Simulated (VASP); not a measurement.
Si, 2 atoms in the cell. It takes space group Fd-3m (No. 227, cubic). Conventional cell: a = 5.433 Å, b = 5.433 Å, c = 5.433 Å, α = 90.00°, β = 90.00°, γ = 90.00°. Si (site symmetry -43m) has 4 Si at 2.35 Å within 3.1 Å. 

```yaml
Program: VASP 6.6.1
Task: relaxation of cell and atoms
Functional: PBEsol
Potentials_or_basis: VASP PAW PBE potentials, release 64 (Si)
Cutoff: 600 eV
k_mesh: 12 × 12 × 12
Occupations: gaussian, width 0.01 eV
Spin: no spin polarisation
Dipole_correction: no
Further_INCAR_settings: ALGO = Normal; EDIFF = 1e-06; IBRION = 2; EDIFFG = -0.001; NSW = 80; ISIF = 3
```

Potentials or basis: VASP PAW PBE potentials, release 64 (Si).

Launch:

```sh
$ cat potpaw_PBE.64/Si/POTCAR > POTCAR
$ mpirun -np 1 vasp_std > vasp.out
```

Hardware: 1 thread of AMD EPYC 7R43 64-Core Processor (Zen 3) (shared host).

**Question.** How long does it take, and how much memory?

**Answer.** Wall time 54 s on 1 thread of AMD EPYC 7R43 64-Core Processor (Zen 3) (shared host), peak memory 0.14 GiB. Counts: scf iterations 19, k points 72, ion steps 3.
